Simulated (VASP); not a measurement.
Set up this calculation in VASP 6.6.1, as the native input.

* Task: single point
* Functional: r2SCAN
* Potentials or basis: VASP PAW PBE potentials, release 64 (Ti_sv)
* Cutoff: 520 eV
* k mesh: 20 × 20 × 20
* Occupations: gaussian, width 0.15 eV
* Spin: no spin polarisation
* Dipole correction: no
* Further INCAR settings: ALGO = Normal; EDIFF = 1e-07; NBANDS = 12

Ti:

```
CELL_PARAMETERS angstrom
-1.57536 1.57536 1.70664
1.57536 -1.57536 1.70664
1.57536 1.57536 -1.70664
ATOMIC_POSITIONS crystal
Ti 0.00000 0.00000 0.00000
```

This cell differs from its parent crystal: strain -0.040 along x and y, +0.040 along z.

The input as run:

POSCAR

```
Ti
1.0
   -1.5753600000      1.5753600000      1.7066400000
    1.5753600000     -1.5753600000      1.7066400000
    1.5753600000      1.5753600000     -1.7066400000
Ti
1
Direct
    0.0000000000      0.0000000000      0.0000000000
```

INCAR.step1

```
SYSTEM = Ti
  PREC = Accurate
  ENCUT = 520
  ISMEAR = 0
  SIGMA = 0.15
  LREAL = .FALSE.
  LASPH = .TRUE.
  NELM = 80
  NBANDS = 12
  GGA = PE
  ALGO = Normal
  EDIFF = 1E-4
  LWAVE = .TRUE.
  LCHARG = .FALSE.
```

INCAR.step2

```
SYSTEM = Ti
  PREC = Accurate
  ENCUT = 520
  EDIFF = 1E-7
  ISMEAR = 0
  SIGMA = 0.15
  LREAL = .FALSE.
  LASPH = .TRUE.
  NELM = 80
  ALGO = Normal
  ISIF = 2
  LWAVE = .FALSE.
  LCHARG = .FALSE.
  METAGGA = R2SCAN
  LMIXTAU = .TRUE.
  NBANDS = 12
  ISTART = 1
```

KPOINTS

```
Automatic mesh
0
G
  20 20 20
  0 0 0
```

Potentials or basis: VASP PAW PBE potentials, release 64 (Ti_sv).

Run with:

```console
$ cat potpaw_PBE.64/Ti_sv/POTCAR > POTCAR
$ cp INCAR.step1 INCAR
$ mpirun -np 1 vasp_std > vasp.out
$ cp INCAR.step2 INCAR
$ mpirun -np 1 vasp_std > vasp.out
```

It gave:

| Quantity | Value |
| --- | --- |
| Pressure | 2.5 GPa |
| Band gap on the k mesh | zero (bands 6 and 7 overlap by 1.76 eV) |

Caveat: the cell differs from its parent crystal (strain -0.040 along x and y, +0.040 along z); the PAW data sets were made with another functional, which shifts forces and pressure a little.

Run time: 8.7 min on 1 thread of Intel(R) Xeon(R) Platinum 8259CL CPU @ 2.50GHz (Skylake/Cascade Lake), on a shared host, peak memory 0.25 GiB.
